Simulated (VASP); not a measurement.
Input of a VASP 6.6.1 run:

File INCAR:

```
SYSTEM = MnSi
  ALGO = Normal
  EDIFF = 1E-8
  ENCUT = 520
  GGA = PE
  ISIF = 2
  ISMEAR = -1
  ISPIN = 2
  LASPH = .TRUE.
  LCHARG = .FALSE.
  LEFG = .TRUE.
  LMAXMIX = 4
  LORBIT = 11
  LREAL = .FALSE.
  LWAVE = .FALSE.
  MAGMOM = 4 0
  NBANDS = 20
  NELM = 150
  PREC = Accurate
  SIGMA = 0.05
```

Contents of KPOINTS:

```
k-points
0
G
  15 15 15
  0 0 0
```

File POSCAR:

```
MnSi
1.0
    0.0000000000      2.4385388430      2.4385388430
    2.4385388430      0.0000000000      2.4385388430
    2.4385388430      2.4385388430      0.0000000000
Mn Si
1 1
Direct
    0.0000000000      0.0000000000      0.0000000000
    0.5000000000      0.5000000000      0.5000000000
```

Potentials or basis: VASP PAW PBE potentials, release 64 (Mn_pv, Si).

Run with:

```sh
$ cat potpaw_PBE.64/Mn_pv/POTCAR potpaw_PBE.64/Si/POTCAR > POTCAR
$ mpirun -np 1 vasp_std > vasp.out
```

(1) Estimate the pressure.

(2) Estimate the net moment.

## Answers

(1) -1.7 GPa.

(2) 2.55 μB per cell.

Caveat: without QUAD_EFG the Cq values of the log hold for a quadrupole moment of 1 mb, not for the nuclei.
